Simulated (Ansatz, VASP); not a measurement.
**Two plane-wave programs on MgS**

```
CELL_PARAMETERS angstrom
0.04710 2.85867 2.85867
2.85867 0.04710 2.85867
2.85867 2.85867 0.04710
ATOMIC_POSITIONS crystal
Mg 0.00152 0.00152 0.00152
S 0.24848 0.24848 0.24848
```

Change from the starting cell: strained cell.

Alike in both runs: functional PBEsol; k mesh 6 × 6 × 6; occupations gaussian, width 0.02 eV; no spin polarisation.

Ansatz relaxed the structure, and its values are those at the end. VASP's run is a single point on that final structure, the one shown.

|  | VASP | Ansatz |
| --- | --- | --- |
| version | VASP 6.6.1 | Ansatz 0.2.0 |
| potentials or method | VASP PAW PBE potentials, release 64 (Mg, S), cutoff 600 eV | scalar-relativistic, plane waves, PAW |
| valence electrons in the cell | 8 | 16 |

|  | VASP | Ansatz | Ansatz less VASP |
| --- | --- | --- | --- |
| gap on the k mesh at the Fermi level (eV) | 3.21 | 3.21 | -0.002 |
| least direct gap on the mesh (eV) | 3.21 | 3.21 | -0.002 |
| pressure (GPa) | -0.6 | -0.6 | +0.07 |

VASP's potentials were made for PBE, not for PBEsol, and Ansatz warns of the same on its side. The functional is the same, so the differences come from potentials, cutoffs and numerics. VASP's potentials hold 8 valence electrons a cell and Ansatz's 16, so a difference there can come from the potentials and not from the codes. Ansatz's warnings: stress scf threshold loose.
